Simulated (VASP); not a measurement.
Here is a VASP 6.6.1 calculation.

Contents of INCAR:

```
SYSTEM = Cd
ALGO     = Fast           ! electronic algorithm
EDIFF    = 1E-6           ! SCF threshold, eV
EDIFFG   = -0.001         ! ionic threshold
ENCUT    = 600            ! plane-wave cutoff, eV
GGA      = PE             ! functional
IBRION   = 2              ! ionic algorithm
ISIF     = 3              ! what is computed and relaxed
ISMEAR   = -1             ! smearing method
LASPH    = .TRUE.         ! aspherical terms in the spheres
LCHARG   = .FALSE.        ! write CHGCAR
LREAL    = .FALSE.        ! projectors in reciprocal space
LWAVE    = .FALSE.        ! write WAVECAR
NELM     = 100            ! most SCF steps
NSW      = 80             ! ionic steps
PREC     = Accurate       ! precision mode
SIGMA    = 0.15           ! smearing width, eV
```

The input KPOINTS:

```
k-points
0
G
  18 18 8
  0 0 0
```

File POSCAR:

```
Cd
1.0
    3.0148512740      0.0000000000      0.0000000000
   -1.5074256370      2.6109377919      0.0000000000
    0.0000000000      0.0000000000      5.8276344025
Cd
2
Direct
    0.3333333333      0.6666666667      0.2500000000
    0.6666666667      0.3333333333      0.7500000000
```

Potentials or basis: VASP PAW PBE potentials, release 64 (Cd).

Run with:

```sh
$ cat potpaw_PBE.64/Cd/POTCAR > POTCAR
$ mpirun -np 1 vasp_std > vasp.out
```

(1) Estimate the space group after relaxing (to 0.1 Å).

(2) Estimate the relaxed volume.

(3) Predict the relaxed cell.

(4) What does it give for the band gap on the k mesh?

Answers

(1) P6_3/mmc (No. 194).

(2) 22.95 Å³/atom.

(3) a = 3.047 Å, b = 3.047 Å, c = 5.711 Å, α = 90.00°, β = 90.00°, γ = 120.00°.

(4) zero (bands 12 and 13 overlap by 4.13 eV).
